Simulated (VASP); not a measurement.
Input of a VASP 6.6.1 run:

File INCAR:

```
PREC = Accurate
ENCUT = 550
EDIFF = 1E-6
ISMEAR = 0
SIGMA = 0.15
LREAL = False
LASPH = True
NELM = 300
ALGO = All
ISIF = 2
LWAVE = False
LCHARG = False
GGA = PS
NBANDS = 31
GGA_COMPAT = False
ISEARCH = 1
KPAR = 4
```

File KPOINTS:

```
Automatic mesh
0
Gamma
  10 8 8
```

File POSCAR:

```
TiAl3
1.0
   -3.9479576782      0.0000000000      0.0000000000
    0.0000000000      3.9479576782      3.9479576782
    0.0000000000      3.9479576782     -3.9479576782
Ti Al
2 6
Direct
    0.0000000000     -0.0135766400     -0.0135766400
    0.0000000000      0.5135766400      0.5135766400
    0.5000000000      0.7453646920      0.7546353080
    0.5000000000      0.2546353080      0.2453646920
    0.5000000000      0.7453646920      0.2453646920
    0.5000000000      0.2546353080      0.7546353080
    1.0000000000      0.4908019765      0.0091980235
    1.0000000000      0.0091980235      0.4908019765
```

Potentials or basis: VASP PAW PBE potentials, release 64 (Ti_sv, Al).

Command:

```console
$ cat potpaw_PBE.64/Ti_sv/POTCAR potpaw_PBE.64/Al/POTCAR > POTCAR
$ mpirun -np 4 vasp_std > vasp.out
```

Task: Estimate the largest force.

Result: 0.556 eV/Å.

Task: What does it give for the pressure?

Result: 0.5 GPa.

Task: What does it give for the band gap on the k mesh?

Result: Zero (bands 21 and 22 overlap by 0.83 eV).

Stress tensor (GPa, compression positive):
```
0.34 0.00 0.00
0.00 1.14 0.00
0.00 0.00 0.12
```

Caveat: the cell differs from its parent crystal (atoms displaced along several vibrational modes); the PAW data sets were made with another functional, which shifts forces and pressure a little.
